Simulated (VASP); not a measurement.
Input of a VASP 6.6.1 run:

The input INCAR:

```
ALGO = Normal
EDIFF = 1E-7
ENCUT = 520
GGA = PE
ISIF = 2
ISMEAR = -1
LASPH = T
LCHARG = F
LREAL = F
LWAVE = F
NBANDS = 18
NELM = 60
PREC = Accurate
SIGMA = 0.05
```

Contents of KPOINTS:

```
k-points
0
Gamma
  10 10 8
```

Contents of POSCAR:

```
Si2W
1.0
    3.7373702882      0.0000000000      0.0000000000
   -1.8686851441      3.2366576129      0.0000000000
    0.0000000000      0.0000000000      2.3600859928
W Si
1 2
Direct
    0.0000000000      0.0000000000      0.0000000000
    0.3333333333      0.6666666667      0.5000000000
    0.6666666667      0.3333333333      0.5000000000
```

Potentials or basis: VASP PAW PBE potentials, release 64 (W_sv, Si).

Launch:

```bash
$ cat potpaw_PBE.64/W_sv/POTCAR potpaw_PBE.64/Si/POTCAR > POTCAR
$ mpirun -np 1 vasp_std > vasp.out
```

Q: Estimate the pressure.

A: 171.2 GPa.

Q: What does it give for the band gap on the k mesh?

A: Zero (band 11 reaches 19.80 eV, above the bottom of band 12 at 15.47 eV).

Stress tensor (GPa, compression positive):
```
170.61   0.00   0.00
  0.00 170.61   0.00
  0.00   0.00 172.32
```

Caveat: spin-orbit coupling is left out, which moves the levels of the heavy elements.
